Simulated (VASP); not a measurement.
# Cd (Pm-3m) in VASP: a series of runs

The runs below take Cd through single point, with revPBE.

Program: VASP 6.6.1. These are calculated values, not measurements. Logs are shortened: lines on timing, memory, paths and dates and some standing lists are left out, and cuts for length are marked.

## (1) The cell of the first run

Symmetry: Pm-3m, No. 221, cubic system. The conventional cell has a = 3.123 Å, b = 3.123 Å, c = 3.123 Å, α = 90.00°, β = 90.00°, γ = 90.00°. Within 4.1 Å of Cd (site symmetry m-3m) lie 6 Cd at 3.12 Å.

## (2) Single point, revPBE (volume scaled by 1.08)

INCAR

```
PREC = Accurate
ENCUT = 520
EDIFF = 1E-7
ISMEAR = -1
SIGMA = 0.1
LREAL = False
LASPH = True
NELM = 100
ALGO = Normal
ISIF = 2
LWAVE = False
LCHARG = True
GGA = RE
LELF = True
LVHAR = True
NBANDS = 12
```

KPOINTS

```
Automatic mesh
0
Gamma
  17 17 17
```

POSCAR

```
Cd
1.0
    3.1232060622      0.0000000000      0.0000000000
    0.0000000000      3.1232060622      0.0000000000
    0.0000000000      0.0000000000      3.1232060622
Cd
1
Direct
    0.0000000000      0.0000000000      0.0000000000
```

Potentials or basis: VASP PAW PBE potentials, release 64 (Cd).

Started as:

```bash
cat potpaw_PBE.64/Cd/POTCAR > POTCAR
mpirun -np 1 vasp_std > vasp.out
```

OUTCAR:

```text
PREC = Accurate
   ENCUT = 520
   EDIFF = 1E-7
   ISMEAR = -1
   LREAL = False
   LASPH = True
   NELM = 100
   ISIF = 2
   GGA = RE

 ion  position               nearest neighbor table
   1  0.000  0.000  0.000-

  LATTYP: Found a simple cubic cell.
 ALAT       =     3.1232060622

  Lattice vectors:

 A1 = (   3.1232060622,   0.0000000000,   0.0000000000)
 A2 = (   0.0000000000,   3.1232060622,   0.0000000000)
 A3 = (   0.0000000000,   0.0000000000,   3.1232060622)

Analysis of symmetry for initial positions (statically):
=====================================================================
 Subroutine PRICEL returns:
 Original cell was already a primitive cell.

 Routine SETGRP: Setting up the symmetry group for a
 simple cubic supercell.

 Subroutine GETGRP returns: Found 48 space group operations
 (whereof 48 operations were pure point group operations)
 out of a pool of 48 trial point group operations.

The static configuration has the point symmetry O_h .

Analysis of symmetry for dynamics (positions and initial velocities):
=====================================================================
 Subroutine PRICEL returns:
 Original cell was already a primitive cell.

 Routine SETGRP: Setting up the symmetry group for a
 simple cubic supercell.

 Subroutine GETGRP returns: Found 48 space group operations
 (whereof 48 operations were pure point group operations)
 out of a pool of 48 trial point group operations.

The dynamic configuration has the point symmetry O_h .

 Subroutine INISYM returns: Found 48 space group operations
 (whereof 48 operations are pure point group operations),
 and found     1 'primitive' translations

----------------------------------------------------------------------------------------

                                     Primitive cell

  volume of cell :      30.4651

  direct lattice vectors                    reciprocal lattice vectors
     3.123206062  0.000000000  0.000000000     0.320183805  0.000000000  0.000000000
     0.000000000  3.123206062  0.000000000     0.000000000  0.320183805  0.000000000
     0.000000000  0.000000000  3.123206062     0.000000000  0.000000000  0.320183805

  length of vectors
     3.123206062  3.123206062  3.123206062     0.320183805  0.320183805  0.320183805

[... 77 lines left out ...]
   NELM   =    100;   NELMIN=  2; NELMDL= -5     # of ELM steps
   EDIFF  = 0.1E-06   stopping-criterion for ELM
   LREAL  =      F    real-space projection
   EDIFFG = 0.1E-05   stopping-criterion for IOM
   NSW    =      0    number of steps for IOM
   IBRION =     -1    ionic relax: 0-MD 1-quasi-New 2-CG
   NFREE  =      0    steps in history (QN), initial steepest desc. (CG)
   ISIF   =      2    stress and relaxation
   ISYM   =      2    0-nonsym 1-usesym 2-fastsym
   POTIM  = 0.5000    time-step for ionic-motion
   TEBEG  =    0.0;   TEEND  =   0.0 temperature during run
   PSTRESS=    0.0 pullay stress
   NELECT =      12.0000    total number of electrons
   NUPDOWN=      -1.0000    fix difference up-down
   EMIN   =  10.00;   EMAX   =-10.00  energy-range for DOS
   EFERMI =   0.00;   METHOD = LEGACY
   ISMEAR =    -1;   SIGMA  =   0.10  broadening in eV -4-tet -1-fermi 0-gaus
   EFERMI_NEDOS =   21; number of points for ismear=-14 and -15
   IALGO  =     38    algorithm
   IMIX   =      4    mixing-type and parameters
     AMIX     =   0.40;   BMIX     =  1.00
     AMIX_MAG =   1.60;   BMIX_MAG =  1.00
  volume/ion in A,a.u.               =      30.47       205.59
  Fermi-wavevector in a.u.,A,eV,Ry     =   1.200055  2.267776 19.594197  1.440133
  Thomas-Fermi vector in A             =   2.335902
   LORBIT       =      0    0 simple, 1 ext, 2 COOP (PROOUT), +10 PAW based schemes
   GGA     = RE    functional components
   LHFCALC =     F    Hartree Fock is set to
   AEXX    =    0.0000 exact exchange contribution
   IVDW    =     0    specifies the selected vdW correction
   LEPSILON=     F    determine dielectric tensor
   LRPA    =     F    only Hartree local field effects (RPA)
 non-spin polarized calculation
  energy-cutoff  :      520.00
  volume of cell :       30.47
 maximum number of plane-waves:       840
 NGX is ok and might be reduce to    24
   NGX = 11   NGY = 11   NGZ = 11

 number of electron      12.0000008 magnetization

 Free energy of the ion-electron system (eV)
  ---------------------------------------------------
  ext. energy  EPLUGINS =         0.00000000
  ---------------------------------------------------
  free energy    TOTEN  =        -0.31537420 eV

  energy without entropy =       -0.30159661  energy(sigma->0) =       -0.30848540

 E-fermi :   0.9221     XC(G=0):  -9.1331

 val. band max:        0.8624358741   @ k =   0.4118   0.1176   0.0588
 cond. band min:       0.9825094900   @ k =   0.4706   0.2941   0.0000
 fundamental gap:      0.1200736159
 Fermi energy:         0.9220605692

 k-point     1 :       0.0000    0.0000    0.0000
  band No.  band energies     occupation
      1      -8.2389      2.00000
      2      -8.2389      2.00000
      3      -7.2493      2.00000
      4      -7.2493      2.00000
      5      -7.2493      2.00000
      6      -5.8016      2.00000
      7       9.9311      0.00000
      8       9.9311      0.00000
      9       9.9311      0.00000
     10      13.0941      0.00000
     11      13.0941      0.00000
     12      13.6611      0.00000
[... 331 lines left out ...]
 k-point    24 :       0.4706    0.1176    0.0000
  band No.  band energies     occupation
      1      -8.1020      2.00000
      2      -7.6388      2.00000
      3      -7.6096      2.00000
      4      -7.5295      2.00000
      5      -7.2605      2.00000
      6      -1.8268      2.00000
      7      -0.2093      1.99998
      8      10.9189      0.00000
      9      12.7237      0.00000
     10      13.4081      0.00000
     11      15.0242      0.00000
     12      17.2070      0.00000

 [... further k-points ...]
[... 5 lines left out ...]
  --------------------------------------------------------------------------------------
  -------------------------------------------------------------------------------------
  Total       -0.2355089     -0.2355089     -0.2355089      0.0000000      0.0000000      0.0000000
  in kB      -12.3855723    -12.3855723    -12.3855723      0.0000000      0.0000000      0.0000000
  external PRESSURE =     -12.3855723 kB  Pullay stress =       0.0000000 kB

 VOLUME and BASIS-vectors are now :
 -----------------------------------------------------------------------------
  energy-cutoff  :      520.00
  volume of cell :       30.47
      direct lattice vectors                 reciprocal lattice vectors
     3.123206062  0.000000000  0.000000000     0.320183805  0.000000000  0.000000000
     0.000000000  3.123206062  0.000000000     0.000000000  0.320183805  0.000000000
     0.000000000  0.000000000  3.123206062     0.000000000  0.000000000  0.320183805

 POSITION                                       TOTAL-FORCE (eV/Angst)
 -----------------------------------------------------------------------------------
      0.00000      0.00000      0.00000         0.000000      0.000000      0.000000
 -----------------------------------------------------------------------------------
    total drift:                                0.000000     -0.000000      0.000000

  FREE ENERGIE OF THE ION-ELECTRON SYSTEM (eV)
  ---------------------------------------------------
  free  energy   TOTEN  =        -0.3153741979 eV

  energy  without entropy=       -0.3015966066  energy(sigma->0) =       -0.30848540
```

stdout:

```text
POSCAR found type information on POSCAR Cd
 POSCAR found :  1 types and       1 ions
 scaLAPACK will be used
 -----------------------------------------------------------------------------
|                                                                             |
|                                                                             |
|     You enforced a specific xc type in the INCAR file but a different       |
|     I HOPE YOU KNOW WHAT YOU ARE DOING!                                     |
|                                                                             |
 -----------------------------------------------------------------------------

 LDA part: xc-table for (Slater+PW92), standard interpolation
 POSCAR, INCAR and KPOINTS ok, starting setup
 FFT: planning ... GRIDC
 FFT: planning ... GRID_SOFT
 FFT: planning ... GRID
 WAVECAR not read
 entering main loop
```

Run time: 17 s. Hardware: 1 thread of Intel Xeon 6975P-C (Granite Rapids), shared host; peak memory 0.17 GiB.

What came out:

```
Free energy            : -0.3154 eV
Pressure               : -1.2 GPa
Band gap on the k mesh : zero (band 6 reaches 4.50 eV, above the bottom of band 7 at -0.46 eV)
```

Levels at points of the mesh, in eV from the Fermi level:
| k point | band 3 | band 4 | band 5 | band 6 | band 7 | band 8 | band 9 | band 10 |
| --- | --- | --- | --- | --- | --- | --- | --- | --- |
| (0.00, 0.00, 0.00) | -8.17 | -8.17 | -8.17 | -6.72 | 9.01 | 9.01 | 9.01 | 12.17 |

Caveat: the PAW data sets were made with another functional, which shifts forces and pressure a little.

## (3) Single point, revPBE (volume scaled by 1.12)

INCAR

```
PREC     = Accurate       # precision mode
ENCUT    = 520            # plane-wave cutoff, eV
EDIFF    = 1E-6           # SCF threshold, eV
ISMEAR   = -1             # smearing method
SIGMA    = 0.1            # smearing width, eV
LREAL    = False          # projectors in reciprocal space
LASPH    = True           # aspherical terms in the spheres
NELM     = 80             # most SCF steps
ALGO     = Normal         # electronic algorithm
ISIF     = 2              # what is computed and relaxed
LWAVE    = False          # write WAVECAR
LCHARG   = False          # write CHGCAR
GGA      = RE             # functional
NBANDS   = 12             # bands
```

KPOINTS is that of step 2.

POSCAR

```
Cd
1.0
    3.1612976951      0.0000000000      0.0000000000
    0.0000000000      3.1612976951      0.0000000000
    0.0000000000      0.0000000000      3.1612976951
Cd
1
Direct
    0.0000000000      0.0000000000      0.0000000000
```

Potentials or basis: VASP PAW PBE potentials, release 64 (Cd).

Started as:

```bash
cat potpaw_PBE.64/Cd/POTCAR > POTCAR
mpirun -np 1 vasp_std > vasp.out
```

It took 16 s on 1 thread of Intel Xeon 6975P-C (Granite Rapids), shared host; peak memory 0.18 GiB.

The run converged. Its results:

```yaml
Free_energy: -0.3049 eV
Pressure: -1.7 GPa
Band_gap_on_the_k_mesh: zero (band 6 reaches 4.21 eV, above the bottom of band 7 at -0.54 eV)
```

Levels at points of the mesh, in eV from the Fermi level:
| k point | band 2 | band 3 | band 4 | band 5 | band 6 | band 7 | band 8 | band 9 | band 10 | band 11 |
| --- | --- | --- | --- | --- | --- | --- | --- | --- | --- | --- |
| (0.00, 0.00, 0.00) | -9.08 | -8.17 | -8.17 | -8.17 | -6.54 | 8.80 | 8.80 | 8.80 | 11.90 | 11.90 |

Caveat: the PAW data sets were made with another functional, which shifts forces and pressure a little.
